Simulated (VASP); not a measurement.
TaN:

```
Ta N
1.0
    -1.99188    2.04035    2.05310
     1.99188   -2.04035    2.05310
     1.99188    2.04035   -2.05310
Ta N
1 1
Direct
  0.00000 0.00000 0.00000
  0.50000 0.00000 0.50000
```

```yaml
Program: VASP 6.6.1
Task: relaxation of cell and atoms
Functional: PBE
Potentials_or_basis: VASP PAW PBE potentials, release 64 (Ta_pv, N)
Cutoff: 600 eV
k_mesh: 6 × 6 × 6
Occupations: gaussian, width 0.1 eV
Spin: no spin polarisation
```

At the start: pressure -22.9 GPa; volume 16.69 Å³/atom.

Problem. Where does the relaxation end?

Solution. Over 16 steps the energy falls by 1259.1 meV/atom and the volume is 10.81 Å³/atom (-35.2 %); space group Immm (No. 71, to 0.05 Å).

The path:
| step | energy change (eV) | largest force (eV/Å) | pressure (GPa) | volume (Å³) |
| --- | --- | --- | --- | --- |
| 1 | 0.0000 | 0.0000 | -22.93 | 33.38 |
| 2 | -0.8952 | 0.0000 | 32.44 | 23.07 |
| 3 | -0.9259 | 0.0000 | 18.01 | 24.42 |
| 4 | -1.2769 | 0.0000 | 23.40 | 22.92 |
| 5 | -1.6305 | 0.0000 | 77.43 | 18.64 |
| 6 | -1.6947 | 0.0000 | 45.88 | 20.25 |
| 7 | -1.7204 | 0.0000 | 55.99 | 19.62 |
| 8 | -2.2004 | 0.0000 | 33.22 | 20.16 |
| 9 | -2.4857 | 0.0000 | 12.09 | 20.93 |
| 10 | -2.5034 | 0.0000 | 8.49 | 21.11 |
| 11 | -2.5115 | 0.0000 | 4.43 | 21.36 |
| 12 | -2.5149 | 0.0000 | 2.73 | 21.46 |
| 13 | -2.5175 | 0.0000 | -1.18 | 21.71 |
| 14 | -2.5176 | 0.0000 | -0.63 | 21.67 |
| 15 | -2.5179 | 0.0000 | -0.47 | 21.66 |
| 16 | -2.5182 | 0.0000 | 0.01 | 21.63 |

Final structure:
```
Ta N
1.0
    -1.54078    2.21139    1.58703
     1.54078   -2.21139    1.58703
     1.54078    2.21139   -1.58703
Ta N
1 1
Cartesian
  0.0000 0.0000 0.0000
  0.0000 2.2114 0.0000
```

Caveat: the k points lie up to 0.47 Å⁻¹ apart in the final cell; the volume moved by over 15 % at a fixed basis, so the end points are rough.
